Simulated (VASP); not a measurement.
# Nb (Pm-3m) in VASP: a series of runs

Nb is run at these levels: PBE; tasks: single point, relaxation of cell and atoms.

Everything below comes from runs of VASP 6.6.1. Logs are shortened: lines on timing, memory, paths and dates and some standing lists are left out, and cuts for length are marked.

## (1) The cell of the first run

Symmetry: Pm-3m, No. 221, cubic system. Conventional cell: a = 2.720 Å, b = 2.720 Å, c = 2.720 Å, α = 90.00°, β = 90.00°, γ = 90.00°. Within 3.6 Å of Nb (site symmetry m-3m) lie 6 Nb at 2.72 Å.

## (2) Single point, PBE

INCAR reads:

```
PREC = Accurate
ENCUT = 520
EDIFF = 1E-6
ISMEAR = -1
SIGMA = 0.1
LREAL = False
LASPH = True
NELM = 100
ALGO = Normal
ISIF = 2
LWAVE = False
LCHARG = False
GGA = PE
NBANDS = 12
```

KPOINTS reads:

```
regular mesh
0
Gamma
  7 7 7
```

POSCAR reads:

```
Nb
1.0
    2.7202235376      0.0000000000      0.0000000000
    0.0000000000      2.7202235376      0.0000000000
    0.0000000000      0.0000000000      2.7202235376
Nb
1
Direct
    0.0000000000      0.0000000000      0.0000000000
```

Potentials or basis: VASP PAW PBE potentials, release 64 (Nb_sv).

Launch:

```sh
$ cat potpaw_PBE.64/Nb_sv/POTCAR > POTCAR
$ mpirun -np 1 vasp_std > vasp.out
```

OUTCAR:

```text
PREC = Accurate
   ENCUT = 520
   EDIFF = 1E-6
   ISMEAR = -1
   LREAL = False
   LASPH = True
   NELM = 100
   ISIF = 2
   GGA = PE

 ion  position               nearest neighbor table
   1  0.000  0.000  0.000-

  LATTYP: Found a simple cubic cell.
 ALAT       =     2.7202235376

  Lattice vectors:

 A1 = (   2.7202235376,   0.0000000000,   0.0000000000)
 A2 = (   0.0000000000,   2.7202235376,   0.0000000000)
 A3 = (   0.0000000000,   0.0000000000,   2.7202235376)

Analysis of symmetry for initial positions (statically):
=====================================================================
 Subroutine PRICEL returns:
 Original cell was already a primitive cell.

 Routine SETGRP: Setting up the symmetry group for a
 simple cubic supercell.

 Subroutine GETGRP returns: Found 48 space group operations
 (whereof 48 operations were pure point group operations)
 out of a pool of 48 trial point group operations.

The static configuration has the point symmetry O_h .

Analysis of symmetry for dynamics (positions and initial velocities):
=====================================================================
 Subroutine PRICEL returns:
 Original cell was already a primitive cell.

 Routine SETGRP: Setting up the symmetry group for a
 simple cubic supercell.

 Subroutine GETGRP returns: Found 48 space group operations
 (whereof 48 operations were pure point group operations)
 out of a pool of 48 trial point group operations.

The dynamic configuration has the point symmetry O_h .

 Subroutine INISYM returns: Found 48 space group operations
 (whereof 48 operations are pure point group operations),
 and found     1 'primitive' translations

----------------------------------------------------------------------------------------

                                     Primitive cell

  volume of cell :      20.1286

  direct lattice vectors                    reciprocal lattice vectors
     2.720223538  0.000000000  0.000000000     0.367616847  0.000000000  0.000000000
     0.000000000  2.720223538  0.000000000     0.000000000  0.367616847  0.000000000
     0.000000000  0.000000000  2.720223538     0.000000000  0.000000000  0.367616847

  length of vectors
     2.720223538  2.720223538  2.720223538     0.367616847  0.367616847  0.367616847
[... 75 lines left out ...]
   LREAL  =      F    real-space projection
   EDIFFG = 0.1E-04   stopping-criterion for IOM
   NSW    =      0    number of steps for IOM
   IBRION =     -1    ionic relax: 0-MD 1-quasi-New 2-CG
   NFREE  =      0    steps in history (QN), initial steepest desc. (CG)
   ISIF   =      2    stress and relaxation
   ISYM   =      2    0-nonsym 1-usesym 2-fastsym
   POTIM  = 0.5000    time-step for ionic-motion
   TEBEG  =    0.0;   TEEND  =   0.0 temperature during run
   PSTRESS=    0.0 pullay stress
   NELECT =      13.0000    total number of electrons
   NUPDOWN=      -1.0000    fix difference up-down
   EMIN   =  10.00;   EMAX   =-10.00  energy-range for DOS
   EFERMI =   0.00;   METHOD = LEGACY
   ISMEAR =    -1;   SIGMA  =   0.10  broadening in eV -4-tet -1-fermi 0-gaus
   EFERMI_NEDOS =   21; number of points for ismear=-14 and -15
   IALGO  =     38    algorithm
   IMIX   =      4    mixing-type and parameters
     AMIX     =   0.40;   BMIX     =  1.00
     AMIX_MAG =   1.60;   BMIX_MAG =  1.00
  volume/ion in A,a.u.               =      20.13       135.83
  Fermi-wavevector in a.u.,A,eV,Ry     =   1.415092  2.674136 27.245469  2.002485
  Thomas-Fermi vector in A             =   2.536566
   LORBIT       =      0    0 simple, 1 ext, 2 COOP (PROOUT), +10 PAW based schemes
   GGA     = PE    functional components
   LHFCALC =     F    Hartree Fock is set to
   AEXX    =    0.0000 exact exchange contribution
   IVDW    =     0    specifies the selected vdW correction
   LEPSILON=     F    determine dielectric tensor
   LRPA    =     F    only Hartree local field effects (RPA)
 non-spin polarized calculation
  energy-cutoff  :      520.00
  volume of cell :       20.13
 maximum number of plane-waves:       550
   NGX = 11   NGY = 11   NGZ = 11

 number of electron      12.9999998 magnetization

 Free energy of the ion-electron system (eV)
  ---------------------------------------------------
  ext. energy  EPLUGINS =         0.00000000
  ---------------------------------------------------
  free energy    TOTEN  =        -9.33363327 eV

  energy without entropy =       -9.30376637  energy(sigma->0) =       -9.31869982

 E-fermi :   9.6780     XC(G=0): -11.8139

 val. band max:        9.6270232034   @ k =   0.2857   0.2857   0.2857
 cond. band min:      10.2572042184   @ k =   0.4286   0.0000   0.0000
 fundamental gap:      0.6301810150
 Fermi energy:         9.6779568466

 k-point     1 :       0.0000    0.0000    0.0000
  band No.  band energies     occupation
      1     -44.8747      2.00000
      2     -20.1646      2.00000
      3     -20.1646      2.00000
      4     -20.1646      2.00000
      5       4.1894      2.00000
      6       7.0276      2.00000
      7       7.0276      2.00000
      8      14.8811      0.00000
      9      14.8811      0.00000
     10      14.8811      0.00000
     11      24.3858      0.00000
     12      24.3858      0.00000
[... 271 lines left out ...]
 k-point    20 :       0.4286    0.4286    0.4286
  band No.  band energies     occupation
      1     -44.3638      2.00000
      2     -21.1625      2.00000
      3     -21.1536      2.00000
      4     -21.1536      2.00000
      5       7.3160      2.00000
      6       7.6305      2.00000
      7       7.6305      2.00000
      8      16.0244      0.00000
      9      16.0244      0.00000
     10      17.9353      0.00000
     11      20.3247      0.00000
     12      23.1756      0.00000

------------------------ aborting loop because EDIFF is reached ----------------------------------------

  FORCE on cell =-STRESS in cart. coord.  units (eV):
  Direction    XX          YY          ZZ          XY          YZ          ZX
  --------------------------------------------------------------------------------------
  -------------------------------------------------------------------------------------
  Total       -0.0275389     -0.0275389     -0.0275389      0.0000000     -0.0000000      0.0000000
  in kB       -2.1920161     -2.1920161     -2.1920161      0.0000000     -0.0000000      0.0000000
  external PRESSURE =      -2.1920161 kB  Pullay stress =       0.0000000 kB

 VOLUME and BASIS-vectors are now :
 -----------------------------------------------------------------------------
  energy-cutoff  :      520.00
  volume of cell :       20.13
      direct lattice vectors                 reciprocal lattice vectors
     2.720223538  0.000000000  0.000000000     0.367616847  0.000000000  0.000000000
     0.000000000  2.720223538  0.000000000     0.000000000  0.367616847  0.000000000
     0.000000000  0.000000000  2.720223538     0.000000000  0.000000000  0.367616847

 POSITION                                       TOTAL-FORCE (eV/Angst)
 -----------------------------------------------------------------------------------
      0.00000      0.00000      0.00000         0.000000      0.000000      0.000000
 -----------------------------------------------------------------------------------
    total drift:                               -0.000000      0.000000      0.000000

  FREE ENERGIE OF THE ION-ELECTRON SYSTEM (eV)
  ---------------------------------------------------
  free  energy   TOTEN  =        -9.3336332662 eV

  energy  without entropy=       -9.3037663691  energy(sigma->0) =       -9.31869982
```

OSZICAR:

```text
N       E                     dE             d eps       ncg     rms          rms(c)
DAV:   1     0.120059406668E+03    0.12006E+03   -0.71139E+03   480   0.106E+03
DAV:   2    -0.452859224265E+01   -0.12459E+03   -0.11897E+03   520   0.391E+02
DAV:   3    -0.928140534652E+01   -0.47528E+01   -0.44805E+01   716   0.654E+01
DAV:   4    -0.958787964817E+01   -0.30647E+00   -0.30530E+00   676   0.142E+01
DAV:   5    -0.960080185751E+01   -0.12922E-01   -0.12921E-01   704   0.236E+00    0.651E+00
DAV:   6    -0.933900290810E+01    0.26180E+00   -0.46713E-01   768   0.835E+00    0.252E+00
DAV:   7    -0.932607673915E+01    0.12926E-01   -0.12027E-01   804   0.427E+00    0.956E-01
DAV:   8    -0.933353934025E+01   -0.74626E-02   -0.13513E-02   536   0.152E+00    0.499E-02
DAV:   9    -0.933362844354E+01   -0.89103E-04   -0.11821E-03   752   0.235E-01    0.623E-02
DAV:  10    -0.933363984917E+01   -0.11406E-04   -0.25041E-05   600   0.542E-02    0.424E-02
DAV:  11    -0.933363349551E+01    0.63537E-05   -0.24505E-05   596   0.838E-02    0.874E-03
DAV:  12    -0.933363326621E+01    0.22931E-06   -0.37500E-07   400   0.593E-03
   1 F= -.93336333E+01 E0= -.93186998E+01  d E =-.298669E-01
```

stdout:

```text
POSCAR found type information on POSCAR Nb
 POSCAR found :  1 types and       1 ions
 scaLAPACK will be used
 LDA part: xc-table for (Slater+PW92), standard interpolation
 POSCAR, INCAR and KPOINTS ok, starting setup
 FFT: planning ... GRIDC
 FFT: planning ... GRID_SOFT
 FFT: planning ... GRID
 WAVECAR not read
 entering main loop
```

Run time: 4.7 s. Hardware: 1 thread of Intel Xeon Platinum 8488C (Sapphire Rapids), shared host; peak memory 0.12 GiB.

Results:

| Quantity | Value |
| --- | --- |
| Free energy | -9.3336 eV |
| Pressure | -0.2 GPa |

Levels at points of the mesh, in eV from the Fermi level:
| k point | band 5 | band 6 | band 7 | band 8 | band 9 | band 10 |
| --- | --- | --- | --- | --- | --- | --- |
| (0.00, 0.00, 0.00) | -5.49 | -2.65 | -2.65 | 5.20 | 5.20 | 5.20 |

## (3) Relaxation of cell and atoms, PBE

This run uses another cell than the first one, of 20.35 Å³/atom, 1.011 times its volume.

INCAR reads:

```
SYSTEM = Nb
  PREC = Accurate
  ENCUT = 600
  EDIFF = 1E-7
  ISMEAR = -1
  SIGMA = 0.1
  LREAL = .FALSE.
  LASPH = .TRUE.
  NELM = 100
  ALGO = Normal
  ISIF = 3
  LWAVE = .FALSE.
  LCHARG = .FALSE.
  GGA = PE
  IBRION = 2
  NSW = 80
  EDIFFG = -0.02
```

KPOINTS reads:

```
Automatic mesh
0
G
  7 7 7
  0 0 0
```

POSCAR reads:

```
Nb
1.0
    2.7300000000      0.0000000000      0.0000000000
    0.0000000000      2.7300000000      0.0000000000
    0.0000000000      0.0000000000      2.7300000000
Nb
1
Direct
    0.0000000000      0.0000000000      0.0000000000
```

Potentials or basis: VASP PAW PBE potentials, release 64 (Nb_sv).

Launch:

```sh
$ cat potpaw_PBE.64/Nb_sv/POTCAR > POTCAR
$ mpirun -np 1 vasp_std > vasp.out
```

Run time: 13 s. Hardware: 1 thread of Intel Xeon Platinum 8488C (Sapphire Rapids), shared host; peak memory 0.14 GiB.

The run converged. Its results:

```
Free energy                            : -9.3338 eV
Relaxed volume                         : 20.10 Å³/atom
Relaxed cell                           : a = 2.719 Å, b = 2.719 Å, c = 2.719 Å, α = 90.00°, β = 90.00°, γ = 90.00°
Space group after relaxing (to 0.05 Å) : Pm-3m (No. 221)
Energy gained by relaxing              : 1.3 meV/atom
Ionic steps                            : 3
Pressure after relaxing                : 0.0 GPa
```

Step by step:
| step | energy change (eV) | largest force (eV/Å) | pressure (GPa) | volume (Å³) |
| --- | --- | --- | --- | --- |
| 1 | 0.0000 | 0.0000 | -1.62 | 20.35 |
| 2 | 0.0013 | 0.0000 | 2.43 | 19.75 |
| 3 | -0.0013 | 0.0000 | -0.01 | 20.10 |

Final structure:
```
Nb
1.0
     2.71875    0.00000    0.00000
     0.00000    2.71875    0.00000
     0.00000    0.00000    2.71875
Nb
1
Direct
  0.00000 0.00000 0.00000
```

Levels at points of the mesh, in eV from the Fermi level:
| k point | band 5 | band 6 | band 7 | band 8 | band 9 | band 10 |
| --- | --- | --- | --- | --- | --- | --- |
| (0.00, 0.00, 0.00) | -5.49 | -2.66 | -2.66 | 5.21 | 5.21 | 5.21 |
